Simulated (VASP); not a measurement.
Wanted: the native input for a VASP 6.6.1 run.

```yaml
Task: single point
Functional: PBE
Potentials_or_basis: VASP PAW PBE potentials, release 64 (Al, In_d, Sb)
Cutoff: 520 eV
k_mesh: 6 × 6 × 2
Occupations: gaussian, width 0.1 eV
Spin: no spin polarisation
Dipole_correction: no
Further_INCAR_settings: ALGO = Normal; EDIFF = 1e-07; NBANDS = 31
```

The structure of Al3InSb4 lies in POSCAR:

```
Al3InSb4
1.0
    4.4571141000      0.0000000000      0.0000000000
   -2.2285570000      3.8599740000      0.0000000000
    0.0000000000      0.0000000000     14.7035832000
Al In Sb
3 1 4
Direct
    0.6666667000      0.3333333000      0.2557870000
    0.6666667000      0.3333333000      0.7439910000
    0.3333333000      0.6666667000      0.5001760000
    0.3333333000      0.6666667000      0.0019230000
    0.6666667000      0.3333333000      0.4401470000
    0.6666667000      0.3333333000      0.9271600000
    0.3333333000      0.6666667000      0.1966230000
    0.3333333000      0.6666667000      0.6843930000
```

One way to write it, as run:

INCAR

```
SYSTEM = Al3InSb4
ALGO = Normal
EDIFF = 1E-7
ENCUT = 520
GGA = PE
ISIF = 2
ISMEAR = 0
LASPH = .TRUE.
LCHARG = .FALSE.
LREAL = .FALSE.
LWAVE = .FALSE.
NBANDS = 31
NELM = 100
PREC = Accurate
SIGMA = 0.1
```

KPOINTS

```
k-points
0
G
  6 6 2
  0 0 0
```

Potentials or basis: VASP PAW PBE potentials, release 64 (Al, In_d, Sb).

Launch:

```bash
$ cat potpaw_PBE.64/Al/POTCAR potpaw_PBE.64/In_d/POTCAR potpaw_PBE.64/Sb/POTCAR > POTCAR
$ mpirun -np 1 vasp_std > vasp.out
```

Results of the run:

The pressure is 0.1 GPa and the largest force is 0.016 eV/Å. The band gap on the k mesh is 0.53 eV, direct.

Caveat: spin-orbit coupling is left out, which moves the levels of the heavy elements.

It took 5.3 min on 1 thread of Intel Xeon 8259CL, on a shared host, peak memory 0.44 GiB.
